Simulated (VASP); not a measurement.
Runs of VASP 6.6.1 on Te. The structure is that of space group Fm-3m (No. 225), or close to it. The cells are those of the table. 

```csv
task,spin,cell,k mesh,cutoff (eV),gap on the mesh (eV),pressure (GPa)
single point,off,"a = 3.425 Å, angles 60.0°, 1 atom",18 × 18 × 18,520,none,-0.1
single point,off,"a = 3.514 Å, angles 60.0°, 1 atom",13 × 13 × 13,520,none,-3.5
single point,"non-collinear, zero start, SOC","a = 3.425 Å, angles 60.0°, 1 atom",11 × 11 × 11,520,-,0.3
single point,off,"a = 3.379 Å, angles 60.0°, 1 atom",13 × 13 × 13,520,none,(a)
single point,off,"a = 3.557 Å, angles 60.0°, 1 atom",13 × 13 × 13,520,none,(b)
single point,off,"a = 3.470 Å, angles 60.0°, 1 atom",13 × 13 × 13,520,none,-2.0
relaxation of cell and atoms,off,"relaxed from a = 3.442 Å, angles 60.0°, 1 atom",11 × 11 × 11,600,none,0.0
single point,off,"a = 3.425 Å, angles 60.0°, 1 atom",11 × 11 × 11,520,none,-0.1
```

Alike in all rows: level r2SCAN; potentials or basis VASP PAW PBE potentials, release 64 (Te); smearing fermi-dirac 0.1 eV.

Task: Fill in the values left out.

Result: (a) 2.2; (b) -4.7.

Caveats: the PAW data sets were made with another functional, which shifts forces and pressure a little; spin-orbit coupling is left out, which moves the levels of the heavy elements (some runs).

A k mesh can miss the band edges, and rows without SOC leave out spin-orbit coupling on Te.

A gap of «none» marks levels without a gap at the run's occupations.
